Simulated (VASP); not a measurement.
# AsRu3 (Pm-3m) in VASP: a series of runs, part 2 of 3

VASP 6.6.1. Earlier steps stand in the parts before.

## (3) Single point, PBE

This run uses another cell than the first one, of 14.59 Å³/atom.

INCAR

```
ALGO = Normal
EDIFF = 1E-6
ENCUT = 520
GGA = PE
ISIF = 2
ISMEAR = 0
LASPH = T
LCHARG = F
LREAL = F
LWAVE = F
NBANDS = 32
NELM = 80
PREC = Accurate
SIGMA = 0.1
```

KPOINTS

```
k-points
0
Gamma
  6 6 6
```

POSCAR

```
AsRu3
1.0
    3.8786409940      0.0000000000      0.0000000000
    0.0000000000      3.8786409940      0.0000000000
    0.0000000000      0.0000000000      3.8786409940
As Ru
1 3
Direct
    0.0000000000      0.0000000000      0.0000000000
    0.0000000000      0.5000000000      0.5000000000
    0.5000000000      0.0000000000      0.5000000000
    0.5000000000      0.5000000000      0.0000000000
```

Potentials or basis: VASP PAW PBE potentials, release 64 (As, Ru_pv).

Run with:

```sh
cat potpaw_PBE.64/As/POTCAR potpaw_PBE.64/Ru_pv/POTCAR > POTCAR
mpirun -np 1 vasp_std > vasp.out
```

OUTCAR:

```text
EDIFF = 1E-6
   ENCUT = 520
   GGA = PE
   ISIF = 2
   ISMEAR = 0
   LASPH = T
   LREAL = F
   NELM = 80
   PREC = Accurate

 ion  position               nearest neighbor table
   1  0.000  0.000  0.000-   2 2.74   3 2.74   4 2.74   2 2.74   3 2.74   2 2.74   4 2.74   2 2.74
                             3 2.74   4 2.74   3 2.74   4 2.74
   2  0.000  0.500  0.500-   1 2.74   3 2.74   4 2.74   1 2.74   4 2.74   1 2.74   3 2.74   1 2.74
                             3 2.74   4 2.74   4 2.74   3 2.74
   3  0.500  0.000  0.500-   1 2.74   2 2.74   4 2.74   1 2.74   4 2.74   2 2.74   4 2.74   4 2.74
                             1 2.74   2 2.74   1 2.74   2 2.74
   4  0.500  0.500  0.000-   1 2.74   2 2.74   3 2.74   2 2.74   3 2.74   1 2.74   3 2.74   3 2.74
                             1 2.74   2 2.74   2 2.74   1 2.74

  LATTYP: Found a simple cubic cell.
 ALAT       =     3.8786409940

  Lattice vectors:

 A1 = (   3.8786409940,   0.0000000000,   0.0000000000)
 A2 = (   0.0000000000,   3.8786409940,   0.0000000000)
 A3 = (   0.0000000000,   0.0000000000,   3.8786409940)

Analysis of symmetry for initial positions (statically):
=====================================================================
 Subroutine PRICEL returns:
 Original cell was already a primitive cell.

 Routine SETGRP: Setting up the symmetry group for a
 simple cubic supercell.

 Subroutine GETGRP returns: Found 48 space group operations
 (whereof 48 operations were pure point group operations)
 out of a pool of 48 trial point group operations.

The static configuration has the point symmetry O_h .

Analysis of symmetry for dynamics (positions and initial velocities):
=====================================================================
 Subroutine PRICEL returns:
 Original cell was already a primitive cell.

 Routine SETGRP: Setting up the symmetry group for a
 simple cubic supercell.

[... 120 lines left out ...]
   IALGO  =     38    algorithm
   IMIX   =      4    mixing-type and parameters
     AMIX     =   0.40;   BMIX     =  1.00
     AMIX_MAG =   1.60;   BMIX_MAG =  1.00
  volume/ion in A,a.u.               =      14.59        98.44
  Fermi-wavevector in a.u.,A,eV,Ry     =   1.523215  2.878459 31.568018  2.320184
  Thomas-Fermi vector in A             =   2.631689
   LORBIT       =      0    0 simple, 1 ext, 2 COOP (PROOUT), +10 PAW based schemes
   GGA     = PE    functional components
   LHFCALC =     F    Hartree Fock is set to
   AEXX    =    0.0000 exact exchange contribution
   IVDW    =     0    specifies the selected vdW correction
   LEPSILON=     F    determine dielectric tensor
   LRPA    =     F    only Hartree local field effects (RPA)
 non-spin polarized calculation
 Gauss-broadening in eV      SIGMA  =   0.10
  energy-cutoff  :      520.00
  volume of cell :       58.35
 maximum number of plane-waves:      1596
 NGX is ok and might be reduce to    30
   NGX = 15   NGY = 15   NGZ = 15

 number of electron      47.0000009 magnetization

 Free energy of the ion-electron system (eV)
  ---------------------------------------------------
  ext. energy  EPLUGINS =         0.00000000
  ---------------------------------------------------
  free energy    TOTEN  =       -31.02742374 eV

  energy without entropy =      -30.96258139  energy(sigma->0) =      -30.99500256

 E-fermi :  10.9981     XC(G=0): -13.2229

 val. band max:       10.9979199820   @ k =   0.5000   0.5000   0.5000
 cond. band min:      11.0033593813   @ k =   0.5000   0.3333   0.0000
 fundamental gap:      0.0054393993
 Fermi energy:        10.9980934527

 k-point     1 :       0.0000    0.0000    0.0000
  band No.  band energies     occupation
      1     -31.7791      2.00000
      2     -31.7791      2.00000
      3     -31.7791      2.00000
      4     -31.3640      2.00000
      5     -31.3640      2.00000
      6     -31.3640      2.00000
[... 689 lines left out ...]
     31      18.0891      0.00000
     32      18.0891      0.00000

------------------------ aborting loop because EDIFF is reached ----------------------------------------

  FORCE on cell =-STRESS in cart. coord.  units (eV):
  Direction    XX          YY          ZZ          XY          YZ          ZX
  --------------------------------------------------------------------------------------
  -------------------------------------------------------------------------------------
  Total       -1.8487853     -1.8487853     -1.8487853      0.0000000     -0.0000000     -0.0000000
  in kB      -50.7642901    -50.7642901    -50.7642901      0.0000000     -0.0000000     -0.0000000
  external PRESSURE =     -50.7642901 kB  Pullay stress =       0.0000000 kB

 VOLUME and BASIS-vectors are now :
 -----------------------------------------------------------------------------
  energy-cutoff  :      520.00
  volume of cell :       58.35
      direct lattice vectors                 reciprocal lattice vectors
     3.878640994  0.000000000  0.000000000     0.257822263  0.000000000  0.000000000
     0.000000000  3.878640994  0.000000000     0.000000000  0.257822263  0.000000000
     0.000000000  0.000000000  3.878640994     0.000000000  0.000000000  0.257822263

 POSITION                                       TOTAL-FORCE (eV/Angst)
 -----------------------------------------------------------------------------------
      0.00000      0.00000      0.00000         0.000000      0.000000      0.000000
      0.00000      1.93932      1.93932         0.000000      0.000000      0.000000
      1.93932      0.00000      1.93932         0.000000      0.000000      0.000000
      1.93932      1.93932      0.00000         0.000000      0.000000      0.000000
 -----------------------------------------------------------------------------------
    total drift:                                0.000000      0.000000     -0.000000

  FREE ENERGIE OF THE ION-ELECTRON SYSTEM (eV)
  ---------------------------------------------------
  free  energy   TOTEN  =       -31.0274237375 eV

  energy  without entropy=      -30.9625813851  energy(sigma->0) =      -30.99500256
```

OSZICAR:

```text
N       E                     dE             d eps       ncg     rms          rms(c)
DAV:   1     0.502821094509E+03    0.50282E+03   -0.27720E+04  1280   0.154E+03
DAV:   2    -0.190816923816E+02   -0.52190E+03   -0.50318E+03  1416   0.471E+02
DAV:   3    -0.321936992023E+02   -0.13112E+02   -0.12756E+02  1448   0.800E+01
DAV:   4    -0.323327828811E+02   -0.13908E+00   -0.13890E+00  1624   0.759E+00
DAV:   5    -0.323352723470E+02   -0.24895E-02   -0.24893E-02  1504   0.933E-01    0.186E+01
DAV:   6    -0.311541094500E+02    0.11812E+01   -0.40151E+00  1368   0.153E+01    0.631E+00
DAV:   7    -0.310455857881E+02    0.10852E+00   -0.12987E-01  1376   0.202E+00    0.340E+00
DAV:   8    -0.310285460045E+02    0.17040E-01   -0.79337E-02  1336   0.165E+00    0.567E-01
DAV:   9    -0.310273957993E+02    0.11502E-02   -0.42308E-03  1592   0.482E-01    0.178E-01
DAV:  10    -0.310274189888E+02   -0.23190E-04   -0.19445E-04  1504   0.101E-01    0.476E-02
DAV:  11    -0.310274300509E+02   -0.11062E-04   -0.46510E-05  1488   0.477E-02    0.150E-02
DAV:  12    -0.310274237005E+02    0.63505E-05   -0.47866E-06  1336   0.168E-02    0.265E-03
DAV:  13    -0.310274237375E+02   -0.37001E-07   -0.19603E-07   792   0.255E-03
   1 F= -.31027424E+02 E0= -.30995003E+02  d E =-.648424E-01
```

stdout:

```text
POSCAR found type information on POSCAR AsRu
 POSCAR found :  2 types and       4 ions
 scaLAPACK will be used
 LDA part: xc-table for (Slater+PW92), standard interpolation
 POSCAR, INCAR and KPOINTS ok, starting setup
 FFT: planning ... GRIDC
 FFT: planning ... GRID_SOFT
 FFT: planning ... GRID
 WAVECAR not read
 entering main loop
```

It took 52 s on 1 thread of Intel Xeon 8259CL, shared host; peak memory 0.18 GiB.

What came out:

* Free energy: -31.0274 eV
* Pressure: -5.1 GPa
* Band gap on the k mesh: zero (an odd number of electrons rules out a gap without spin polarisation)

Levels at points of the mesh, in eV from the Fermi level:
```csv
k point,band 21,band 22,band 23,band 24,band 25,band 26,band 27,band 28
"(0.00, 0.00, 0.00)",-0.88,-0.88,0.65,0.65,1.46,1.73,2.21,2.21
"(0.50, 0.00, 0.00)",-0.98,-0.78,-0.78,-0.27,0.82,2.06,2.21,3.25
"(0.50, 0.50, 0.00)",-1.05,-0.97,-0.50,-0.37,-0.08,0.02,2.53,2.53
"(0.50, 0.50, 0.50)",-1.01,-1.01,-0.20,-0.20,0.00,0.96,1.76,1.76
```

Caveat: the cell stands under tension.

(Continued in part 3 of 3.)
